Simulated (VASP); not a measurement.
# SnO2: relaxation of cell and atoms with PBE

Crystal: SnO2.

```
Sn O
1.0
    -3.18517   -3.40073    3.44969
    -3.24232    3.47285   -3.43179
     3.26119   -3.46461   -3.44145
Sn O
4 8
Direct
  0.76426 0.26538 0.00803
  0.25788 0.75309 0.00594
  0.00142 0.99508 0.50121
  0.50936 0.49256 0.47750
  0.99105 0.30546 0.80407
  0.56016 0.74627 0.30404
  0.49174 0.80442 0.81391
  0.93504 0.74841 0.68706
  0.05942 0.26954 0.30980
  0.44655 0.25249 0.69870
  0.48853 0.17718 0.19081
  0.99459 0.69013 0.19893
```

```json
{
 "Program": "VASP 6.6.1",
 "Task": "relaxation of cell and atoms",
 "Functional": "PBE",
 "Potentials or basis": "VASP PAW PBE potentials, release 64 (Sn_d, O)",
 "Cutoff": "600 eV",
 "k mesh": "4 × 4 × 4",
 "Occupations": "gaussian, width 0.1 eV",
 "Spin": "no spin polarisation",
 "Dipole correction": "no",
 "Further INCAR settings": "ALGO = Normal; EDIFF = 1e-07; IBRION = 2; EDIFFG = -0.025; NSW = 80; ISIF = 3"
}
```

```json
{
  "Relaxed volume": "12.60 Å³/atom",
  "Relaxed cell": "a = 5.818 Å, b = 5.817 Å, c = 5.816 Å, α = 108.09°, β = 108.10°, γ = 112.27°",
  "Space group after relaxing (to 0.1 Å)": "P4_2/mnm (No. 136)",
  "Energy gained by relaxing": "59.2 meV/atom",
  "Ionic steps": "18",
  "Pressure after relaxing": "0.0 GPa",
  "Largest force after relaxing": "0.023 eV/Å",
  "Band gap on the k mesh": "0.64 eV"
}
```

Forces in eV/Å, atoms in the order of the input:
```
Sn   0.015  0.003  0.007
Sn   0.002  0.006 -0.011
Sn   0.004 -0.002  0.002
Sn  -0.011  0.001 -0.012
O    0.001 -0.001  0.009
O   -0.011 -0.007 -0.019
O    0.006  0.003  0.003
O   -0.004  0.001 -0.008
O   -0.004 -0.008  0.004
O   -0.004  0.000  0.005
O   -0.001  0.001  0.005
O    0.007  0.002  0.015
```

Step by step:
```tsv
step	energy change (eV)	largest force (eV/Å)	pressure (GPa)	volume (Å³)
1	0.0000	3.4963	2.72	151.63
2	-0.3756	2.4891	-4.76	156.36
3	-0.5563	1.2284	-3.07	154.55
4	-0.6724	0.6781	1.57	150.22
5	-0.6774	0.5390	0.70	150.92
6	-0.6990	0.2708	-0.31	151.50
7	-0.6992	0.2385	-0.24	151.46
8	-0.7051	0.1139	-0.01	151.21
9	-0.7053	0.1540	0.03	151.17
10	-0.7079	0.0732	0.09	151.12
11	-0.7082	0.0769	0.12	151.10
12	-0.7093	0.0466	-0.09	151.30
13	-0.7094	0.0551	-0.18	151.38
14	-0.7099	0.0373	0.09	151.17
15	-0.7099	0.0374	0.09	151.17
16	-0.7102	0.0289	-0.02	151.26
17	-0.7102	0.0320	-0.04	151.27
18	-0.7103	0.0227	-0.01	151.24
```

Final structure:
```xyz
12
Lattice="-3.2420 -3.4160 3.4159 -3.2416 3.4155 -3.4158 3.2415 -3.4142 -3.4145" Properties=species:S:1:pos:R:3 pbc="T T T"
Sn   -3.2433   -1.7081    1.7030
Sn   -0.0013   -1.7068   -5.1181
Sn   -4.8620   -1.7066   -1.7078
Sn   -1.6198   -1.7081   -1.7067
O    -1.6189   -5.1187   -0.3858
O    -3.2400   -0.3858   -1.6964
O    -1.6252   -1.7060   -3.8010
O    -3.2418   -3.0290   -1.7041
O     0.0001   -0.3853   -1.7104
O     0.0012   -3.0287   -1.7144
O    -1.6184   -1.7114    0.3864
O    -1.6250    1.7055   -3.0306
```

Levels at points of the mesh, in eV from the valence-band top:
```tsv
k point	band 48	band 49	band 50	band 51	band 52	band 53	band 54	band 55	band 56	band 57
(0.00, 0.00, 0.00)	-0.78	-0.78	-0.74	-0.74	0.00	0.64	4.32	4.32	5.67	6.04
(0.50, 0.00, 0.00)	-1.07	-0.81	-0.81	-0.49	-0.48	3.98	3.98	5.58	5.58	8.34
(0.00, 0.50, 0.00)	-1.07	-0.81	-0.80	-0.49	-0.48	3.98	3.98	5.58	5.58	8.34
(0.50, 0.50, 0.00)	-1.01	-0.75	-0.75	-0.61	-0.61	3.86	3.86	5.82	5.82	6.80
(0.00, 0.00, 0.50)	-1.02	-0.75	-0.75	-0.60	-0.60	3.85	3.85	5.82	5.82	6.78
(0.50, 0.00, 0.50)	-1.07	-0.81	-0.80	-0.49	-0.48	3.98	3.98	5.58	5.58	8.34
(0.00, 0.50, 0.50)	-1.07	-0.81	-0.81	-0.49	-0.48	3.98	3.98	5.58	5.58	8.34
(0.50, 0.50, 0.50)	-1.33	-1.18	-1.18	-0.85	-0.85	4.25	4.25	5.56	5.56	7.13
```

It took 110 min on 1 thread of Oxide Virtual Turin-like Processor, on a shared host, peak memory 0.5 GiB.

Caveat: semilocal functionals underestimate gaps, and a narrow one can read as zero; spin-orbit coupling is left out, which moves the levels of the heavy elements.
